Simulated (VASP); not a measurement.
Write the native input for VASP 6.6.1 that does the following.

```
Task                   : single point
Functional             : PBEsol
Potentials or basis    : VASP PAW PBE potentials, release 64 (Ta_pv, N)
Cutoff                 : 520 eV
k mesh                 : 18 × 18 × 16
Occupations            : gaussian, width 0.15 eV
Spin                   : no spin polarisation
Dipole correction      : no
Further INCAR settings : ALGO = Normal; EDIFF = 1e-07; NBANDS = 15
```

The structure of TaN lies in POSCAR:

```
TaN
1.0
    2.9240351141      0.0000000000      0.0000000000
   -1.4620175570      2.5322886904      0.0000000000
    0.0000000000      0.0000000000      2.9425000000
Ta N
1 1
Direct
    0.3333333333      0.6666666667      0.5000000000
    0.0000000000      0.0000000000      0.0000000000
```

One way to write it, as run:

INCAR

```
ALGO     = Normal         # electronic algorithm
EDIFF    = 1E-7           # SCF threshold, eV
ENCUT    = 520            # plane-wave cutoff, eV
GGA      = PS             # functional
ISIF     = 2              # what is computed and relaxed
ISMEAR   = 0              # smearing method
LASPH    = True           # aspherical terms in the spheres
LCHARG   = True           # write CHGCAR
LELF     = True           # ELF
LREAL    = False          # projectors in reciprocal space
LVHAR    = True         
LWAVE    = False          # write WAVECAR
NBANDS   = 15             # bands
NELM     = 60             # most SCF steps
PREC     = Accurate       # precision mode
SIGMA    = 0.15           # smearing width, eV
```

KPOINTS

```
k-points
0
Gamma
  18 18 16
```

Potentials or basis: VASP PAW PBE potentials, release 64 (Ta_pv, N).

Run with:

```console
$ cat potpaw_PBE.64/Ta_pv/POTCAR potpaw_PBE.64/N/POTCAR > POTCAR
$ mpirun -np 1 vasp_std > vasp.out
```

It gave:

* Pressure: -8.3 GPa
* Band gap on the k mesh: zero (band 8 reaches 8.32 eV, above the bottom of band 9 at 7.84 eV)

Caveat: the PAW data sets were made with another functional, which shifts forces and pressure a little; spin-orbit coupling is left out, which moves the levels of the heavy elements.

It took 35 s on 1 thread of Intel(R) Xeon(R) 6975P-C (Granite Rapids) (shared host), peak memory 0.23 GiB.
